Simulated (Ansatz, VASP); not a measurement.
# Ag2ClF in VASP and in Ansatz

```
CELL_PARAMETERS angstrom
1.92369 1.11064 5.27449
-1.92369 1.11064 5.27449
0.00000 -2.22129 5.27449
ATOMIC_POSITIONS crystal
F 0.00000 0.00000 0.00000
Cl 0.50000 0.50000 0.50000
Ag 0.26564 0.26564 0.26564
Ag 0.73436 0.73436 0.73436
```

Alike in both runs: task single point; functional r2SCAN; k mesh 6 × 6 × 6; occupations fermi-dirac, width 0.02 eV; no spin polarisation.

|  | VASP | Ansatz |
| --- | --- | --- |
| version | VASP 6.6.1 | Ansatz 0.2.0 |
| potentials or method | VASP PAW PBE potentials, release 64 (F, Cl, Ag) | plane waves, PAW |
| plane-wave cutoff (eV) | 520 | 500 |
| valence electrons in the cell | 36 | 52 |

|  | VASP | Ansatz | Ansatz less VASP |
| --- | --- | --- | --- |
| pressure (GPa) | 2.1 | 2.2 | +0.05 |
| traceless stress, the component that is largest in VASP (GPa) | -0.42 | -0.37 | +0.050 |
| rms of the force components (eV/Å) | 0.004 | 0.000 | -0.0033 |

VASP's potentials were made for PBE, not for r2SCAN. Atom by atom the forces differ by 0.003 eV/Å (rms over components). VASP's potentials hold 36 valence electrons a cell and Ansatz's 52, so a difference there can come from the potentials and not from the codes.
